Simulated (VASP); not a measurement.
# Si62C (a cell with a defect) in VASP: single point with PBE

Aim: the single point of Si62C (a cell with a defect) with PBE.

All numbers are computed with VASP 6.6.1; they aren't measurements. Logs are shortened: lines on timing, memory, paths and dates and some standing lists are left out, and cuts for length are marked.

## 1. The cell of the first run

The cell holds a defect, 63 atoms: a = 10.860 Å, b = 10.860 Å, c = 10.860 Å, α = 90.00°, β = 90.00°, γ = 90.00°.

## 2. Single point, PBE

Input file INCAR:

```
ALGO = Normal ; EDIFF = 1E-6
ENCUT = 520 ; GGA = PE
ISIF = 2 ; ISMEAR = -1
LASPH = T ; LCHARG = F
LREAL = Auto ; LWAVE = F
NBANDS = 163 ; NELM = 100
PREC = Accurate ; SIGMA = 0.02
```

Input file KPOINTS:

```
k-points
0
Gamma
  1 1 1
```

Input file POSCAR:

```
Si62C
1.0
   10.8600000000      0.0000000000      0.0000000000
    0.0000000000     10.8600000000      0.0000000000
    0.0000000000      0.0000000000     10.8600000000
Si C
62 1
Direct
    0.5008499079     -0.0012125230     -0.0022993554
    0.6251739411      0.1243954880      0.1242009208
    0.7506056169      0.2462962247     -0.0022836096
    0.8746181400      0.3788244015      0.1227604972
    0.7484411602     -0.0016284530      0.2526865562
    0.8748590239      0.1250520258      0.3734302947
   -0.0002072744      0.0035406077      0.0021648250
    0.1228286372      0.1301744015      0.1283303867
    0.2519888582      0.2493481584      0.0011801105
    0.3706756906      0.3784090239      0.1297710866
    0.4986110497      0.5036342541      0.0074848987
    0.6291336096      0.6307208103      0.1296051565
    0.7478897790      0.7521029466     -0.0044554328
    0.8713349908      0.8752690608      0.1232245856
    0.2460186004     -0.0033287293      0.2479243094
    0.3674013812      0.1335495396      0.3715068140
    0.5047804788      0.2551268877      0.2482232044
    0.6399162063      0.3860072744      0.3692343462
    0.7729390424      0.5216244015      0.2514592081
    0.4959275322      0.0060407919      0.4940236648
    0.6238016575      0.1257505525      0.6214355433
    0.7520203499      0.2510783610      0.4992511050
    0.8711627072      0.3721416206      0.6344798343
    0.7505836096     -0.0150367403      0.7322791897
    0.8726699816      0.1173624309      0.8655030387
    0.0047371087      0.4957274401     -0.0054175875
    0.1273370166      0.6247817680      0.1175652855
    0.2565621547      0.7514553407     -0.0066031308
    0.3769336096      0.8745843462      0.1255868324
    0.0006248619      0.2580334254      0.2549965930
    0.0974913444      0.4028511050      0.3859818600
    0.2438963168      0.5015653775      0.2563439227
    0.3775348066      0.6262172192      0.3751797422
    0.5063555249      0.7553360037      0.2576802026
    0.6298239411      0.8781256906      0.3857899632
   -0.0086343462     -0.0161306630      0.4944873849
    0.1223619705      0.1160378453      0.6154228361
    0.2364163904      0.2604451197      0.4921070902
    0.3776198895      0.3749684162      0.6177729282
    0.5115834254      0.5024418048      0.4968906998
    0.6617903315      0.6239921731      0.6108692449
    0.8597384899      0.8351483425      0.6010907919
    0.2517783610     -0.0021879374      0.7468325967
    0.3737167587      0.1241992634      0.8735561694
    0.4994863720      0.2490622468      0.7501934622
    0.6165789134      0.3727823204      0.8836733886
    0.7472930939      0.4914678637      0.7616643646
    0.8747809392      0.6241648250      0.8752206262
   -0.0134843462      0.7337838858      0.2399026703
    0.1147623389      0.8608586556      0.3677972376
   -0.0506999079      0.5465206262      0.5315545120
    0.1235067219      0.6296330571      0.6321161142
    0.2483177716      0.7476206262      0.4984259669
    0.3769340700      0.8740802026      0.6191948435
    0.0044634438      0.2419220074      0.7457492634
    0.1284543278      0.3704572744      0.8697612339
    0.2547471455      0.4975155617      0.7465627993
    0.3846104972      0.6265453959      0.8653173112
    0.5160800184      0.7465147330      0.7315441989
    0.6233390424      0.8752500921      0.8674434622
   -0.0006419890      0.7536335175      0.7544048803
    0.1249117864      0.8807382136      0.8768345304
    0.8226363720      0.6685350829      0.5592077348
```

Potentials or basis: VASP PAW PBE potentials, release 64 (Si, C).

Started as:

```console
$ cat potpaw_PBE.64/Si/POTCAR potpaw_PBE.64/C/POTCAR > POTCAR
$ mpirun -np 1 vasp_gam > vasp.out
```

OUTCAR:

```text
EDIFF = 1E-6
   ENCUT = 520
   GGA = PE
   ISIF = 2
   ISMEAR = -1
   LASPH = T
   LREAL = Auto
   NELM = 100
   PREC = Accurate

 ion  position               nearest neighbor table
   1  0.501  0.999  0.998-  29 2.36  60 2.36   2 2.36  44 2.36
   2  0.625  0.124  0.124-   3 2.34  17 2.35   1 2.36   5 2.37
   3  0.751  0.246  0.998-   2 2.34  46 2.35   4 2.39  25 2.40
   4  0.875  0.379  0.123-  26 2.36  19 2.36  30 2.38   3 2.39
   5  0.748  0.998  0.253-  35 2.34   6 2.34  14 2.35   2 2.37
   6  0.875  0.125  0.373-   5 2.34  22 2.35  30 2.37  36 2.38
[... 10 lines left out ...]
  17  0.505  0.255  0.248-   2 2.35  10 2.36  16 2.40  18 2.43
[... 8 lines left out ...]
  26  0.005  0.496  0.995-  56 2.34  27 2.35   4 2.36  48 2.37
  27  0.127  0.625  0.118-  49 2.35  26 2.35  32 2.38  28 2.38
  28  0.257  0.751  0.993-  29 2.36  62 2.37  27 2.38  58 2.39
  29  0.377  0.875  0.126-  15 2.35  28 2.36   1 2.36  34 2.39
  30  0.001  0.258  0.255-   8 2.36  31 2.37   6 2.37   4 2.38
  31  0.097  0.403  0.386-  30 2.37  32 2.38  38 2.45  51 2.74
  32  0.244  0.502  0.256-  10 2.36  33 2.37  31 2.38  27 2.38
  33  0.378  0.626  0.375-  53 2.34  34 2.36  32 2.37  40 2.38
  34  0.506  0.755  0.258-  35 2.35  12 2.35  33 2.36  29 2.39
  35  0.630  0.878  0.386-  20 2.33   5 2.34  34 2.35
  36  0.991  0.984  0.494-  50 2.34   6 2.38  37 2.41  42 2.45
  37  0.122  0.116  0.615-  55 2.35  43 2.38  38 2.41  36 2.41
  38  0.236  0.260  0.492-  16 2.37  39 2.40  37 2.41  31 2.45
  39  0.378  0.375  0.618-  57 2.35  45 2.39  40 2.40  38 2.40
  40  0.512  0.502  0.497-  18 2.34  33 2.38  39 2.40  41 2.44
  41  0.662  0.624  0.611-  63 1.90  47 2.37  40 2.44  59 2.45  42 3.15
  42  0.860  0.835  0.601-  63 1.91  61 2.42  36 2.45  24 2.47  41 3.15
  43  0.252  0.998  0.747-  62 2.35  44 2.35  54 2.36  37 2.38
  44  0.374  0.124  0.874-  45 2.35   9 2.35  43 2.35   1 2.36
  45  0.499  0.249  0.750-  44 2.35  46 2.35  21 2.36  39 2.39
  46  0.617  0.373  0.884-  47 2.33  11 2.34  45 2.35   3 2.35
  47  0.747  0.491  0.762-  23 2.32  46 2.33  48 2.35  41 2.37
  48  0.875  0.624  0.875-  47 2.35  61 2.35  13 2.35  26 2.37
  49  0.987  0.734  0.240-  27 2.35  14 2.35  50 2.40
  50  0.115  0.861  0.368-  36 2.34  53 2.37  49 2.40  15 2.43
  51  0.949  0.547  0.532-  63 1.93  23 2.36  52 2.36  31 2.74
  52  0.124  0.630  0.632-  61 2.32  51 2.36  53 2.36  57 2.37
  53  0.248  0.748  0.498-  33 2.34  54 2.36  52 2.36  50 2.37
  54  0.377  0.874  0.619-  53 2.36  20 2.36  43 2.36  59 2.39
  55  0.004  0.242  0.746-  37 2.35  23 2.36  25 2.36  56 2.36
  56  0.128  0.370  0.870-  26 2.34   9 2.36  57 2.36  55 2.36
  57  0.255  0.498  0.747-  39 2.35  56 2.36  58 2.37  52 2.37
  58  0.385  0.627  0.865-  57 2.37  11 2.39  28 2.39  59 2.42
  59  0.516  0.747  0.732-  60 2.34  54 2.39  58 2.42  41 2.45
  60  0.623  0.875  0.867-  24 2.34  59 2.34  13 2.36   1 2.36
  61  0.999  0.754  0.754-  52 2.32  48 2.35  62 2.35  42 2.42
  62  0.125  0.881  0.877-   7 2.34  43 2.35  61 2.35  28 2.37
  63  0.823  0.669  0.559-  41 1.90  42 1.91  51 1.93

  LATTYP: Found a simple cubic cell.
 ALAT       =    10.8600000000

  Lattice vectors:

 A1 = (  10.8600000000,   0.0000000000,   0.0000000000)
 A2 = (   0.0000000000,  10.8600000000,   0.0000000000)
 A3 = (   0.0000000000,   0.0000000000,  10.8600000000)

Analysis of symmetry for initial positions (statically):
=====================================================================
 Subroutine PRICEL returns:
 Original cell was already a primitive cell.

 Routine SETGRP: Setting up the symmetry group for a
 simple cubic supercell.

 Subroutine GETGRP returns: Found  1 space group operations
 (whereof  1 operations were pure point group operations)
 out of a pool of 48 trial point group operations.

The static configuration has the point symmetry C_1 .

Analysis of symmetry for dynamics (positions and initial velocities):
=====================================================================
 Subroutine PRICEL returns:
 Original cell was already a primitive cell.

 Routine SETGRP: Setting up the symmetry group for a
 simple cubic supercell.

 Subroutine GETGRP returns: Found  1 space group operations
 (whereof  1 operations were pure point group operations)
 out of a pool of 48 trial point group operations.

The dynamic configuration has the point symmetry C_1 .
[... 151 lines left out ...]

 KPOINTS: k-points

Automatic generation of k-mesh.
 Grid dimensions read from file:
 generate k-points for:    1    1    1

 Generating k-lattice:

  Cartesian coordinates                     Fractional coordinates (reciprocal lattice)
     0.092081031  0.000000000  0.000000000     1.000000000  0.000000000  0.000000000
     0.000000000  0.092081031  0.000000000     0.000000000  1.000000000  0.000000000
     0.000000000  0.000000000  0.092081031     0.000000000  0.000000000  1.000000000

  Length of vectors
     0.092081031  0.092081031  0.092081031

  Shift w.r.t. Gamma in fractional coordinates (k-lattice)
     0.000000000  0.000000000  0.000000000

 Subroutine IBZKPT returns following result:
 ===========================================

 Found      1 irreducible k-points:

 Following reciprocal coordinates:
            Coordinates               Weight
  0.000000  0.000000  0.000000      1.000000
   k-points           NKPTS =      1   k-points in BZ     NKDIM =      1   number of bands    NBANDS=    163
   number of dos      NEDOS =    301   number of ions     NIONS =     63
   total plane-waves  NPLWV = 592704
   dimension x,y,z NGX =    84 NGY =   84 NGZ =   84
   dimension x,y,z NGXF=   168 NGYF=  168 NGZF=  168
   ions per type =              62   1
   NGX,Y,Z   is equivalent  to a cutoff of  12.86, 12.86, 12.86 a.u.
   NGXF,Y,Z  is equivalent  to a cutoff of  25.72, 25.72, 25.72 a.u.
 SYSTEM =  unknown system
   PREC   = accura    normal or accurate (medium, high low for compatibility)
   ISTART =      0    job   : 0-new  1-cont  2-samecut
   ICHARG =      2    charge: 1-file 2-atom 10-const
   ISPIN  =      1    spin polarized calculation?
   LNONCOLLINEAR =      F non collinear calculations
   LSORBIT =      F    spin-orbit coupling
   LASPH  =      T    aspherical Exc in radial PAW
   ENCUT  =  520.0 eV  38.22 Ry    6.18 a.u.  20.19 20.19 20.19*2*pi/ulx,y,z
   NELM   =    100;   NELMIN=  2; NELMDL= -5     # of ELM steps
   EDIFF  = 0.1E-05   stopping-criterion for ELM
   LREAL  =      T    real-space projection
   EDIFFG = 0.1E-04   stopping-criterion for IOM
   NSW    =      0    number of steps for IOM
   IBRION =     -1    ionic relax: 0-MD 1-quasi-New 2-CG
   NFREE  =      0    steps in history (QN), initial steepest desc. (CG)
   ISIF   =      2    stress and relaxation
   ISYM   =      2    0-nonsym 1-usesym 2-fastsym
   POTIM  = 0.5000    time-step for ionic-motion
   TEBEG  =    0.0;   TEEND  =   0.0 temperature during run
   PSTRESS=    0.0 pullay stress
   NELECT =     252.0000    total number of electrons
   NUPDOWN=      -1.0000    fix difference up-down
   EMIN   =  10.00;   EMAX   =-10.00  energy-range for DOS
   EFERMI =   0.00;   METHOD = LEGACY
   ISMEAR =    -1;   SIGMA  =   0.02  broadening in eV -4-tet -1-fermi 0-gaus
   EFERMI_NEDOS =   21; number of points for ismear=-14 and -15
   IALGO  =     38    algorithm
   IMIX   =      4    mixing-type and parameters
     AMIX     =   0.40;   BMIX     =  1.00
     AMIX_MAG =   1.60;   BMIX_MAG =  1.00
  volume/ion in A,a.u.               =      20.33       137.20
  Fermi-wavevector in a.u.,A,eV,Ry     =   0.952164  1.799329 12.335269  0.906617
  Thomas-Fermi vector in A             =   2.080702
   LORBIT       =      0    0 simple, 1 ext, 2 COOP (PROOUT), +10 PAW based schemes
   GGA     = PE    functional components
   LHFCALC =     F    Hartree Fock is set to
   AEXX    =    0.0000 exact exchange contribution
   IVDW    =     0    specifies the selected vdW correction
   LEPSILON=     F    determine dielectric tensor
   LRPA    =     F    only Hartree local field effects (RPA)
 non-spin polarized calculation
  energy-cutoff  :      520.00
  volume of cell :     1280.82
 maximum number of plane-waves:     17229
 NGX is ok and might be reduce to    84
   NGX = 41   NGY = 41   NGZ = 41

 number of electron     252.0000000 magnetization

 Free energy of the ion-electron system (eV)
  ---------------------------------------------------
  ext. energy  EPLUGINS =         0.00000000
  ---------------------------------------------------
  free energy    TOTEN  =      -333.45074870 eV

  energy without entropy =     -333.44758692  energy(sigma->0) =     -333.44916781

 E-fermi :   5.7107     XC(G=0):  -9.3256

 val. band max:        5.6102766940   @ k =   0.0000   0.0000   0.0000
 cond. band min:       5.8110744673   @ k =   0.0000   0.0000   0.0000
 fundamental gap:      0.2007977733
 Fermi energy:         5.7106755169

 k-point     1 :       0.0000    0.0000    0.0000
  band No.  band energies     occupation
      1      -6.7480      2.00000
      2      -6.0744      2.00000
      3      -5.2126      2.00000
      4      -5.1752      2.00000
      5      -5.1628      2.00000
      6      -5.1431      2.00000
[... 130 lines left out ...]
    137       6.8494      0.00000
    138       6.9007      0.00000
 [bands above 138 left out]

------------------------ aborting loop because EDIFF is reached ----------------------------------------

  FORCE on cell =-STRESS in cart. coord.  units (eV):
  Direction    XX          YY          ZZ          XY          YZ          ZX
  --------------------------------------------------------------------------------------
  -------------------------------------------------------------------------------------
  Total       -2.9314665     -1.8918282      7.5696339     -2.4607370     -0.7582230     -1.4925033
  in kB       -3.6669588     -2.3664799      9.4688226     -3.0781254     -0.9484579     -1.8669660
  external PRESSURE =       1.1451280 kB  Pullay stress =       0.0000000 kB

 VOLUME and BASIS-vectors are now :
 -----------------------------------------------------------------------------
  energy-cutoff  :      520.00
  volume of cell :     1280.82
      direct lattice vectors                 reciprocal lattice vectors
    10.860000000  0.000000000  0.000000000     0.092081031  0.000000000  0.000000000
     0.000000000 10.860000000  0.000000000     0.000000000  0.092081031  0.000000000
     0.000000000  0.000000000 10.860000000     0.000000000  0.000000000  0.092081031

 POSITION                                       TOTAL-FORCE (eV/Angst)
 -----------------------------------------------------------------------------------
      5.43923     10.84683     10.83503         0.000030     -0.000013      0.005936
      6.78939      1.35093      1.34882         0.003764     -0.003240      0.003776
      8.15158      2.67478     10.83520        -0.012336     -0.036031     -0.032139
      9.49835      4.11403      1.33318         0.020990     -0.065020     -0.066102
      8.12807     10.84232      2.74418        -0.008131     -0.019944      0.015396
      9.50097      1.35807      4.05545        -0.006639     -0.012808     -0.000640
[... 55 lines left out ...]
      1.35654      9.56482      9.52242         0.026993      0.017129      0.032487
      8.93383      7.26029      6.07300         0.063640      0.142732      0.240265
 -----------------------------------------------------------------------------------
    total drift:                                0.007446      0.004935      0.002527

  FREE ENERGIE OF THE ION-ELECTRON SYSTEM (eV)
  ---------------------------------------------------
  free  energy   TOTEN  =      -333.4507487016 eV

  energy  without entropy=     -333.4475869156  energy(sigma->0) =     -333.44916781
```

Run time: 6.9 min. Hardware: 1 thread of Intel Xeon Platinum 8259CL at 2.50GHz (Skylake/Cascade Lake), shared host; peak memory 1 GiB.

What came out:

```
Free energy   : -333.4507 eV
Pressure      : 0.1 GPa
Largest force : 0.287 eV/Å
```

Forces on the atoms (eV/Å):
```
Si   0.000  0.000  0.006
Si   0.004 -0.003  0.004
Si  -0.012 -0.036 -0.032
Si   0.021 -0.065 -0.066
Si  -0.008 -0.020  0.015
Si  -0.007 -0.013 -0.001
Si  -0.001  0.006  0.008
Si   0.001  0.003  0.005
Si  -0.004 -0.006 -0.003
Si  -0.007 -0.006 -0.003
Si  -0.022 -0.019 -0.029
Si  -0.038 -0.006 -0.052
Si  -0.007  0.002 -0.011
Si  -0.007  0.001  0.000
Si  -0.004 -0.008 -0.008
Si  -0.001 -0.003  0.000
Si  -0.006 -0.004 -0.007
Si   0.006 -0.003 -0.006
Si  -0.052 -0.122 -0.178
Si   0.004 -0.018 -0.012
Si   0.000 -0.009 -0.018
Si  -0.003 -0.002 -0.011
Si  -0.018  0.026 -0.010
Si  -0.021 -0.008  0.006
Si   0.013 -0.011 -0.023
Si   0.016 -0.019 -0.012
Si  -0.002 -0.015  0.006
Si  -0.003 -0.004  0.014
Si  -0.003 -0.007 -0.005
Si   0.002 -0.005  0.017
Si  -0.015  0.010  0.010
Si  -0.006 -0.015  0.008
Si   0.000  0.000 -0.008
Si  -0.012 -0.015 -0.017
Si  -0.038 -0.019 -0.031
Si   0.025  0.003 -0.004
Si   0.009  0.017 -0.007
Si   0.008  0.006 -0.025
Si   0.025  0.007 -0.023
Si   0.030  0.024 -0.018
Si  -0.054  0.051  0.057
Si   0.095  0.048  0.108
Si  -0.001  0.010  0.001
Si   0.006  0.002 -0.006
Si   0.002 -0.005 -0.012
Si  -0.006 -0.007 -0.012
Si  -0.012  0.012  0.013
Si   0.012 -0.006  0.008
Si  -0.007 -0.008  0.000
Si   0.007 -0.005  0.008
Si  -0.032  0.081  0.052
Si   0.015  0.010  0.010
Si   0.004 -0.005 -0.006
Si  -0.005  0.013 -0.006
Si  -0.007  0.017 -0.020
Si   0.011 -0.003 -0.020
Si   0.006 -0.016 -0.024
Si  -0.020 -0.014 -0.007
Si  -0.027  0.018  0.023
Si  -0.003  0.004  0.009
Si   0.058  0.005  0.071
Si   0.027  0.017  0.032
C    0.064  0.143  0.240
```

Levels at points of the mesh, in eV from the Fermi level:
| k point | band 123 | band 124 | band 125 | band 126 | band 127 | band 128 | band 129 | band 130 |
| --- | --- | --- | --- | --- | --- | --- | --- | --- |
| (0.00, 0.00, 0.00) | -0.72 | -0.40 | -0.38 | -0.10 | 0.10 | 0.34 | 0.57 | 0.71 |

Caveat: the k points lie up to 0.58 Å⁻¹ apart.
